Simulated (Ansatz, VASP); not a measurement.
## BeTe: VASP beside Ansatz

Contents of INCAR:

```
SYSTEM = BeTe
  PREC = Accurate
  ENCUT = 600
  EDIFF = 1E-7
  ISMEAR = 0
  SIGMA = 0.1
  LREAL = .False.
  LASPH = .True.
  NELM = 60
  ALGO = Normal
  ISIF = 3
  LWAVE = .False.
  LCHARG = .False.
  GGA = PE
  IBRION = 2
  NSW = 90
  EDIFFG = -0.04
```

Contents of KPOINTS:

```
Automatic mesh
0
Gamma
  4 4 4
  0 0 0
```

Contents of POSCAR:

```
BeTe
1.0
   -3.7606199500      3.7606199500      3.7606199500
    3.7606199500     -3.7606199500      3.7606199500
    3.7606199500      3.7606199500     -3.7606199500
Be Te
6 6
Direct
    0.1250000000      0.7500000000      0.8750000000
    0.6250000000      0.3750000000      0.2500000000
    0.7500000000      0.8750000000      0.1250000000
    0.8750000000      0.1250000000      0.7500000000
    0.3750000000      0.2500000000      0.6250000000
    0.2500000000      0.6250000000      0.3750000000
    0.7500000000      0.3750000000      0.6250000000
    0.1250000000      0.8750000000      0.2500000000
    0.2500000000      0.1250000000      0.8750000000
    0.3750000000      0.6250000000      0.7500000000
    0.8750000000      0.2500000000      0.1250000000
    0.6250000000      0.7500000000      0.3750000000
```

Input for Ansatz:

```yaml
crystal:
  lattice:
    - [-3.76061995, 3.76061995, 3.76061995]
    - [3.76061995, -3.76061995, 3.76061995]
    - [3.76061995, 3.76061995, -3.76061995]
  atoms:
    - { symbol: Be, position: [0.125, 0.75, 0.875] }
    - { symbol: Be, position: [0.625, 0.375, 0.25] }
    - { symbol: Be, position: [0.75, 0.875, 0.125] }
    - { symbol: Be, position: [0.875, 0.125, 0.75] }
    - { symbol: Be, position: [0.375, 0.25, 0.625] }
    - { symbol: Be, position: [0.25, 0.625, 0.375] }
    - { symbol: Te, position: [0.75, 0.375, 0.625] }
    - { symbol: Te, position: [0.125, 0.875, 0.25] }
    - { symbol: Te, position: [0.25, 0.125, 0.875] }
    - { symbol: Te, position: [0.375, 0.625, 0.75] }
    - { symbol: Te, position: [0.875, 0.25, 0.125] }
    - { symbol: Te, position: [0.625, 0.75, 0.375] }
basis:
  ecutwfc: 420
kpoints:
  mp_grid: { grid: [4, 4, 4] }
hamiltonian:
  xc: pbe
scf:
  occupations: { method: gaussian, width: 0.1 }
  lower_state_search: "off"
output:
  forces: true
  stress: true
  eigenvalues: true
relax:
  adjacent_minimum: "off"
  f_tol: 0.04
  max_steps: 70
  cell: { stress_tol: 0.4 }
```

Alike in both runs: task relaxation of cell and atoms; functional PBE; k mesh 4 × 4 × 4; occupations gaussian, width 0.1 eV; no spin polarisation.

```csv
,VASP,Ansatz
version,VASP 6.6.1,Ansatz 0.2.0
potentials or method,"VASP PAW PBE potentials, release 64 (Be, Te), cutoff 600 eV","scalar-relativistic, plane waves, PAW"
valence electrons in the cell,48,108
```

VASP gave:

```
gap on the k mesh at the Fermi level, each at its own relaxed structure (eV) : 1.69
relaxed volume (Å³/atom)                                                     : 22.35
relaxed length of the cell vector where the two differ most in proportion (Å)              : 7.037
```

Q: Estimate Ansatz's values.

A: gap on the k mesh at the Fermi level, each at its own relaxed structure (eV): 1.70; relaxed volume (Å³/atom): 22.38; relaxed length of the cell vector where the two differ most in proportion (Å): 7.040.

VASP's potentials hold 48 valence electrons a cell and Ansatz's 108, so a difference there can come from the potentials and not from the codes.

Neither program's run includes spin-orbit coupling. Noted on VASP's run: the volume moved by over 15 % at a fixed basis, so the end points are rough.
